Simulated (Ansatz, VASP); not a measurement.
One calculation of KI, two programs

Contents of INCAR:

```
SYSTEM = KI
  PREC = Accurate
  ENCUT = 520
  EDIFF = 1E-6
  ISMEAR = 0
  SIGMA = 0.05
  LREAL = .False.
  LASPH = .True.
  NELM = 60
  ALGO = Normal
  ISIF = 2
  LWAVE = .False.
  LCHARG = .False.
  GGA = PE
  NBANDS = 15
```

The input KPOINTS:

```
Automatic mesh
0
Gamma
  6 6 6
  0 0 0
```

File POSCAR:

```
KI
1.0
    0.0000000000      3.7007775000      3.7007775000
    3.7007775000      0.0000000000      3.7007775000
    3.7007775000      3.7007775000      0.0000000000
K I
1 1
Direct
    0.0000000000      0.0000000000      0.0000000000
    0.5000000000      0.5000000000      0.5000000000
```

Input for Ansatz:

```yaml
crystal:
  lattice:
    - [0.0, 3.7007775, 3.7007775]
    - [3.7007775, 0.0, 3.7007775]
    - [3.7007775, 3.7007775, 0.0]
  atoms:
    - { symbol: K, position: [0.0, 0.0, 0.0] }
    - { symbol: I, position: [0.5, 0.5, 0.5] }
basis:
  ecutwfc: 420
kpoints:
  mp_grid: { grid: [6, 6, 6] }
hamiltonian:
  xc: pbe
scf:
  occupations: { method: gaussian, width: 0.05 }
output:
  forces: true
  stress: true
  eigenvalues: true
```

Change from the starting cell: strain +0.050 along x and y, +0.050 along z, atoms carried along.

Alike in both runs: task single point; functional PBE; k mesh 6 × 6 × 6; occupations gaussian, width 0.05 eV; no spin polarisation.

|  | VASP | Ansatz |
| --- | --- | --- |
| version | VASP 6.6.1 | Ansatz 0.2.0 |
| potentials or method | VASP PAW PBE potentials, release 64 (K_sv, I), cutoff 520 eV | scalar-relativistic, plane waves, PAW |
| valence electrons in the cell | 16 | 26 |

Ansatz gave:

* gap on the k mesh at the Fermi level (eV): 3.67
* least direct gap on the mesh (eV): 3.67
* pressure (GPa): -0.8

What did VASP give for the same quantities?

gap on the k mesh at the Fermi level (eV): 3.67; least direct gap on the mesh (eV): 3.67; pressure (GPa): -0.7.

VASP's potentials hold 16 valence electrons a cell and Ansatz's 26, so a difference there can come from the potentials and not from the codes.

Spin-orbit coupling is off throughout.
